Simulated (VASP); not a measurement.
Set up this calculation in VASP 6.6.1, as the native input.

```yaml
Task: single point
Functional: PBEsol
Potentials_or_basis: VASP PAW PBE potentials, release 64 (Mg, Zn, O)
Cutoff: 520 eV
k_mesh: 4 × 3 × 3
Occupations: gaussian, width 0.02 eV
Spin: no spin polarisation
Dipole_correction: no
Further_INCAR_settings: LREAL = Auto; ALGO = Normal; EDIFF = 1e-07; NBANDS = 81
```

The structure of MgZn7O8 lies in POSCAR:

```
MgZn7O8
1.0
    0.0000000000      0.0000000000     -5.2037125068
    3.2350224083      5.6032231748      0.0000000000
    3.2350224083     -5.6032231748      0.0000000000
Mg Zn O
1 7 8
Direct
    0.4996842837      0.1666666667      0.3333333333
    0.5019602040      0.1681519802      0.8340759901
    0.5019602040      0.6659240099      0.3318480198
    0.5019602040      0.6659240099      0.8340759901
   -0.0008017381      0.3336131274      0.6672262548
   -0.0008017381      0.3336131274      0.1663868726
    0.0011359421      0.8333333333      0.6666666667
   -0.0008017381      0.8327737452      0.1663868726
    0.6199092003      0.3329448310      0.6658896621
    0.6199092003      0.3329448310      0.1670551690
    0.6207143745      0.8333333333      0.6666666667
    0.6199092003      0.8341103379      0.1670551690
    0.1196274951      0.1666666667      0.3333333333
    0.1211849687      0.1667493682      0.8333746841
    0.1211849687      0.6666253159      0.3332506318
    0.1211849687      0.6666253159      0.8333746841
```

The input as run:

INCAR

```
SYSTEM = MgZn7O8
PREC = Accurate ; ENCUT = 520
EDIFF = 1E-7 ; ISMEAR = 0
SIGMA = 0.02 ; LREAL = Auto
LASPH = .TRUE. ; NELM = 60
ALGO = Normal ; ISIF = 2
LWAVE = .FALSE. ; LCHARG = .TRUE.
GGA = PS ; LELF = .TRUE.
LVHAR = .TRUE. ; NBANDS = 81
```

KPOINTS

```
regular mesh
0
G
  4 3 3
  0 0 0
```

Potentials or basis: VASP PAW PBE potentials, release 64 (Mg, Zn, O).

Launch:

```sh
$ cat potpaw_PBE.64/Mg/POTCAR potpaw_PBE.64/Zn/POTCAR potpaw_PBE.64/O/POTCAR > POTCAR
$ mpirun -np 1 vasp_std > vasp.out
```

It gave:

The pressure is 0.8 GPa and the largest force is 0.074 eV/Å. The band gap on the k mesh is 0.98 eV, direct.

Caveat: the PAW data sets were made with another functional, which shifts forces and pressure a little.

It took 4.9 min on 1 thread of Intel(R) Xeon(R) Platinum 8375C CPU @ 2.90GHz (Ice Lake), on a shared host, peak memory 0.35 GiB.
